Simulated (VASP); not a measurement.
Crystal: GaP.

```
Ga P
1.0
     0.00000    2.72525    2.72525
     2.72525    0.00000    2.72525
     2.72525    2.72525    0.00000
Ga P
1 1
Direct
  0.00000 0.00000 0.00000
  0.75000 0.75000 0.75000
```

Base run:

- Program: VASP 6.6.1
- Functional: PBEsol
- Potentials or basis: VASP PAW PBE potentials, release 64 (Ga_d, P)
- Cutoff: 520 eV
- k mesh: 6 × 6 × 6
- Occupations: fermi-dirac, width 0.05 eV
- Spin: no spin polarisation

Its results: band gap on the k mesh 1.51 eV (least direct gap 1.75 eV); pressure -0.6 GPa.

Task: After a change of settings the same cell gave: band gap on the k mesh 3.65 eV (least direct gap 4.38 eV); pressure -1.1 GPa. Which change was it?
A. functional from PBEsol to b88 exchange, pbe correlation; cutoff from 520 eV to 500 eV; k mesh from 6 × 6 × 6 to 8 × 8 × 8
B. functional from PBEsol to HSE06
C. functional from PBEsol to HF; k mesh from 6 × 6 × 6 to 4 × 4 × 4
D. functional from PBEsol to r2SCAN-based global hybrid with 35 % exact exchange; k mesh from 6 × 6 × 6 to 5 × 5 × 5

Result: D.

Caveats: the PAW data sets were made with another functional, which shifts forces and pressure a little; an odd mesh through Γ misses points on the zone boundary, where band edges can lie (at least some runs).
